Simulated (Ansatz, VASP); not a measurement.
Ge in VASP and in Ansatz

```
Ge
1.0
     0.00000    2.88053    2.99576
     2.88053    0.00000    2.99576
     2.88053    2.88053    0.00000
Ge
2
Direct
  0.50000 0.50000 0.50000
  0.75000 0.75000 0.75000
```

Change from the starting cell: engineering shear strain xy +0.0000, normal strain along z +0.0400.

Alike in both runs: task single point; functional PBE; k mesh 14 × 14 × 14; occupations gaussian, width 0.15 eV; no spin polarisation.

|  | VASP | Ansatz |
| --- | --- | --- |
| version | VASP 6.6.1 | Ansatz 0.2.0 |
| potentials or method | VASP PAW PBE potentials, release 64 (Ge_d), cutoff 520 eV | scalar-relativistic, plane waves, PAW |
| valence electrons in the cell | 28 | 28 |

```csv
,VASP,Ansatz,Ansatz less VASP
gap on the k mesh at the Fermi level (eV),none,none,-
pressure (GPa),-2.2,-2.1,+0.09
"traceless stress, the component that is largest in VASP (GPa)",-1.75,-1.74,+0.005
```

A gap of «none» marks a metal or a gap that the smearing closes. With one functional, cell and mesh, what is left measures potentials, basis and numerics.
